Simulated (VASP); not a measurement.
Runs of VASP 6.6.1 on Ni. The structure is cubic, space group Fm-3m (No. 225). The conventional cell has a = 3.543 Å, b = 3.543 Å, c = 3.543 Å, α = 90.00°, β = 90.00°, γ = 90.00°. Within 3.3 Å of Ni (site symmetry m-3m) lie 12 Ni at 2.51 Å. 

```csv
spin,fixed moment (μB),pressure (GPa),moment (μB)
"collinear, ferromagnetic start",1.68,2.3,1.68
"collinear, ferromagnetic start",1.92,9.3,1.92
"collinear, ferromagnetic start",-,-12.8,0.63
"collinear, ferromagnetic start",1.2,(a),1.20
"collinear, ferromagnetic start",0.24,(b),0.24
"collinear, ferromagnetic start",0.48,-13.3,0.48
"collinear, zero start",0.0,-13.8,0.00
"collinear, ferromagnetic start",1.44,-3.0,1.44
"collinear, ferromagnetic start",0.72,-12.4,0.72
"collinear, ferromagnetic start",0.96,-10.2,0.96
```

Alike in all rows: task single point; level PBEsol; potentials or basis VASP PAW PBE potentials, release 64 (Ni); cell as given; k mesh 15 × 15 × 15; cutoff (eV) 520; smearing fermi-dirac 0.1 eV.

Q: Fill in the values left out.

A: (a) -7.0; (b) -13.7.

Caveats: the PAW data sets were made with another functional, which shifts forces and pressure a little; the total moment is fixed, so each spin has its own Fermi level (some runs).
